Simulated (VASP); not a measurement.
The system is Ta2As5.

```
CELL_PARAMETERS angstrom
4.48198 0.00000 0.00000
-2.24099 3.88151 0.00000
0.00000 0.00000 10.64009
ATOMIC_POSITIONS crystal
Ta 0.33333 0.66667 0.50000
Ta 0.66667 0.33333 0.50000
As 0.33333 0.66667 0.88132
As 0.33333 0.66667 0.11868
As 0.66667 0.33333 0.11868
As 0.66667 0.33333 0.88132
As 0.00000 0.00000 0.00000
```

The cell was generated, and may not be a known phase.

| Item | Value |
| --- | --- |
| Program | VASP 6.6.1 |
| Task | relaxation of cell and atoms |
| Functional | PBE |
| Potentials or basis | VASP PAW PBE potentials, release 64 (Ta_pv, As) |
| Cutoff | 600 eV |
| k mesh | 6 × 6 × 2 |
| Occupations | gaussian, width 0.1 eV |
| Spin | no spin polarisation |

At the start: pressure 5.2 GPa; volume 26.44 Å³/atom.

Where does the relaxation end?

Over 37 steps the energy falls by 677.0 meV/atom and the volume is 22.65 Å³/atom (-14.4 %); space group P6/mmm (No. 191, to 0.1 Å) before and after.

The path:
```csv
step,energy change (eV),largest force (eV/Å),pressure (GPa),volume (Å³)
1,0.0000,1.3661,5.16,185.10
2,-0.3547,0.1245,-4.86,208.58
3,-0.4619,0.4736,-2.09,200.27
4,-0.7402,0.7351,-2.37,194.43
5,-1.8389,1.6532,-2.32,176.28
6,-0.2543,1.9283,25.60,137.18
7,-1.8525,2.9734,0.25,169.01
8,-2.3043,4.3813,5.98,153.40
9,-1.9397,4.4617,12.64,145.37
10,-2.2500,4.4365,7.85,150.57
11,-2.1926,4.4575,9.18,148.83
12,-2.2130,4.3508,9.38,148.50
13,-2.2502,4.0246,10.09,147.50
14,-2.1968,3.3004,12.09,145.48
15,-2.2489,3.8741,10.52,147.00
16,-2.2952,3.7656,10.25,147.22
17,-2.4267,3.4636,9.44,147.86
18,-2.6603,2.9842,8.02,149.16
19,-3.0466,2.3861,5.74,151.76
20,-3.5720,1.3910,1.54,157.04
21,-3.9543,0.9447,-3.34,167.85
22,-3.9902,0.8930,-4.54,171.15
23,-4.1098,0.7978,-3.79,168.84
24,-4.3584,0.4767,-1.10,162.01
25,-4.4267,0.1321,5.98,148.73
26,-4.4646,0.1834,2.58,154.35
27,-4.6037,0.2062,1.87,154.61
28,-4.6867,0.2011,1.53,154.79
29,-4.6252,0.2343,1.92,154.85
30,-4.7039,0.2196,1.50,154.85
31,-4.7043,0.2247,1.52,154.85
32,-4.7248,0.2060,0.22,157.40
33,-4.7272,0.1990,-0.37,158.68
34,-4.7321,0.1319,-0.19,158.54
35,-4.7345,0.0439,0.06,158.37
36,-4.7373,0.0289,0.07,158.44
37,-4.7388,0.0047,0.10,158.53
```

Final structure:
```
CELL_PARAMETERS angstrom
4.59104 0.00000 0.00000
-2.29552 3.97595 0.00000
0.00000 0.00000 8.68475
ATOMIC_POSITIONS crystal
Ta 0.33333 0.66667 0.50000
Ta 0.66667 0.33333 0.50000
As 0.33333 0.66667 0.80861
As 0.33333 0.66667 0.19139
As 0.66667 0.33333 0.19139
As 0.66667 0.33333 0.80861
As 0.00000 0.00000 0.00000
```

Caveat: a cell axis changed by over 15 % at a fixed basis, so the end point is rough.
